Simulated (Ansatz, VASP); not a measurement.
# TiAl: VASP beside Ansatz

```
Ti Al
1.0
     2.86726    0.00000    0.00000
    -1.43363    2.48312    0.00000
     0.00000    0.00000    4.67808
Ti Al
1 1
Direct
  0.02014 0.04027 0.00000
  0.33333 0.66667 0.50000
```

Alike in both runs: task single point; functional r2SCAN; k mesh 18 × 18 × 10; occupations gaussian, width 0.15 eV; no spin polarisation.

|  | VASP | Ansatz |
| --- | --- | --- |
| version | VASP 6.6.1 | Ansatz 0.2.0 |
| potentials or method | VASP PAW PBE potentials, release 64 (Ti_sv, Al), cutoff 520 eV | scalar-relativistic, plane waves, PAW |
| valence electrons in the cell | 15 | 15 |

VASP gave:

- gap on the k mesh at the Fermi level (eV): none
- pressure (GPa): -0.9
- traceless stress, the component that is largest in VASP (GPa): 2.09
- rms of the force components (eV/Å): 0.137

**Question.** Which values does Ansatz return?

**Answer.** gap on the k mesh at the Fermi level (eV): none; pressure (GPa): -1.0; traceless stress, the component that is largest in VASP (GPa): 2.09; rms of the force components (eV/Å): 0.137.

VASP's potentials were made for PBE, not for r2SCAN. Atom by atom the forces differ by 0.000 eV/Å (rms over components). A gap of «none» marks a metal or a gap that the smearing closes. The functional is the same, so the differences come from potentials, cutoffs and numerics.
